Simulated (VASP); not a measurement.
C, 4 atoms in the cell. Symmetry: P6_3/mmc, No. 194, hexagonal system. Conventional cell: a = 2.497 Å, b = 2.497 Å, c = 6.684 Å, α = 90.00°, β = 90.00°, γ = 120.00°. Within 1.9 Å of C (site symmetry -6m2) lie 3 C at 1.44 Å. C (site symmetry -6m2) has 3 C at 1.44 Å within 1.9 Å.  This cell differs from its parent crystal: volume 9.020 Å^3 an atom, c/a of the conventional cell 2.6770.

* Program: VASP 6.6.1
* Task: single point
* Functional: PBEsol
* Dispersion: D3(BJ)
* Potentials or basis: VASP PAW PBE potentials, release 64 (C)
* Cutoff: 520 eV
* k mesh: 21 × 21 × 8
* Occupations: gaussian, width 0.15 eV
* Spin: no spin polarisation
* Dipole correction: no
* Further INCAR settings: ALGO = Normal; EDIFF = 1e-06; NBANDS = 16

Potentials or basis: VASP PAW PBE potentials, release 64 (C).

Run with:

```sh
$ cat potpaw_PBE.64/C/POTCAR > POTCAR
$ mpirun -np 1 vasp_std > vasp.out
```

Hardware: 1 thread of Intel(R) Xeon(R) 6975P-C (Granite Rapids) (shared host).

Estimate the wall time of this run.

Wall time 48 s on 1 thread of Intel(R) Xeon(R) 6975P-C (Granite Rapids), with other jobs on the host, peak memory 0.23 GiB. Counts: scf iterations 12, k points 240.
